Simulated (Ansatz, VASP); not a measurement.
## RbBr: VASP beside Ansatz

POSCAR

```
RbBr
1.0
    0.0000000000      3.5287027155      3.5287027155
    3.5287027155      0.0000000000      3.5287027155
    3.5287027155      3.5287027155      0.0000000000
Rb Br
1 1
Direct
    0.0000000000      0.0000000000      0.0000000000
    0.5000000000      0.5000000000      0.5000000000
```

Contents of INCAR.step1:

```
PREC     = Accurate       # precision mode
ENCUT    = 520            # plane-wave cutoff, eV
ISMEAR   = 0              # smearing method
SIGMA    = 0.01           # smearing width, eV
LREAL    = False          # projectors in reciprocal space
LASPH    = True           # aspherical terms in the spheres
NELM     = 80             # most SCF steps
NBANDS   = 15             # bands
GGA      = PE             # functional
ALGO     = Normal         # electronic algorithm
EDIFF    = 1E-4           # SCF threshold, eV
LWAVE    = True           # write WAVECAR
LCHARG   = False          # write CHGCAR
```

Contents of INCAR.step2:

```
PREC     = Accurate       # precision mode
ENCUT    = 520            # plane-wave cutoff, eV
EDIFF    = 1E-7           # SCF threshold, eV
ISMEAR   = 0              # smearing method
SIGMA    = 0.01           # smearing width, eV
LREAL    = False          # projectors in reciprocal space
LASPH    = True           # aspherical terms in the spheres
NELM     = 80             # most SCF steps
ALGO     = Normal         # electronic algorithm
ISIF     = 2              # what is computed and relaxed
LWAVE    = False          # write WAVECAR
LCHARG   = True           # write CHGCAR
METAGGA  = R2SCAN         # meta-GGA
LMIXTAU  = True         
LELF     = True           # ELF
LVHAR    = True         
NBANDS   = 15             # bands
ISTART   = 1
```

KPOINTS

```
Automatic mesh
0
Gamma
  6 6 6
```

Input for Ansatz:

```yaml
crystal:
  lattice:
    - [0.0, 3.5287027155, 3.5287027155]
    - [3.5287027155, 0.0, 3.5287027155]
    - [3.5287027155, 3.5287027155, 0.0]
  atoms:
    - { symbol: Rb, position: [0.0, 0.0, 0.0] }
    - { symbol: Br, position: [0.5, 0.5, 0.5] }
kpoints:
  mp_grid: { grid: [6, 6, 6] }
hamiltonian:
  xc: r2scan
scf:
  occupations: { method: fixed }
  n_extra_bands: 4
output:
  forces: true
  stress: true
  eigenvalues: true
```

Alike in both runs: task single point; functional r2SCAN; k mesh 6 × 6 × 6; no spin polarisation.

|  | VASP | Ansatz |
| --- | --- | --- |
| version | VASP 6.6.1 | Ansatz 0.2.0 |
| potentials or method | VASP PAW PBE potentials, release 64 (Rb_sv, Br) | plane waves, PAW |
| plane-wave cutoff (eV) | 520 | 500 |
| occupations | gaussian, width 0.01 eV | fixed |
| valence electrons in the cell | 16 | 16 |

```csv
,VASP,Ansatz,Ansatz less VASP
gap on the k mesh at the Fermi level (eV),4.75,4.75,0.000
pressure (GPa),-0.7,-0.7,-0.01
```

VASP's potentials were made for PBE, not for r2SCAN.
